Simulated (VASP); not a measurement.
Set up this calculation in VASP 6.6.1, as the native input.

```
Task                   : single point
Functional             : PBE
Potentials or basis    : VASP PAW PBE potentials, release 64 (In_d, Pd)
Cutoff                 : 520 eV
k mesh                 : 14 × 14 × 14
Occupations            : gaussian, width 0.15 eV
Spin                   : no spin polarisation
Dipole correction      : no
Further INCAR settings : ALGO = Fast; EDIFF = 1e-06; NBANDS = 18
```

The structure of InPd lies in POSCAR:

```
InPd
1.0
    3.2718847800      0.0000000000      0.0000000000
    0.0000000000      3.2718847800      0.0000000000
    0.0000000000      0.0000000000      3.2718847800
In Pd
1 1
Direct
    0.0267429955      0.0000000000      0.0000000000
    0.5000000000      0.5000000000      0.5000000000
```

This cell differs from its parent crystal: all In atoms moved +0.087 Å, as atom 1 along Cartesian [1 0 0].

The input as run:

INCAR

```
SYSTEM = InPd
  PREC = Accurate
  ENCUT = 520
  EDIFF = 1E-6
  ISMEAR = 0
  SIGMA = 0.15
  LREAL = .False.
  LASPH = .True.
  NELM = 80
  ALGO = Fast
  ISIF = 2
  LWAVE = .False.
  LCHARG = .False.
  GGA = PE
  NBANDS = 18
```

KPOINTS

```
Automatic mesh
0
Gamma
  14 14 14
  0 0 0
```

Potentials or basis: VASP PAW PBE potentials, release 64 (In_d, Pd).

Run with:

```bash
$ cat potpaw_PBE.64/In_d/POTCAR potpaw_PBE.64/Pd/POTCAR > POTCAR
$ mpirun -np 1 vasp_std > vasp.out
```

Results of the run:

| Item | Value |
| --- | --- |
| Pressure | 4.1 GPa |
| Largest force | 0.371 eV/Å |
| Band gap on the k mesh | zero (an odd number of electrons rules out a gap without spin polarisation) |

Caveat: the cell differs from its parent crystal (all In atoms moved +0.087 Å, as atom 1 along Cartesian [1 0 0]); the cell stands under pressure; spin-orbit coupling is left out, which moves the levels of the heavy elements.

Wall time 2.4 min on 1 thread of Intel Xeon 8259CL (shared host), peak memory 0.29 GiB.
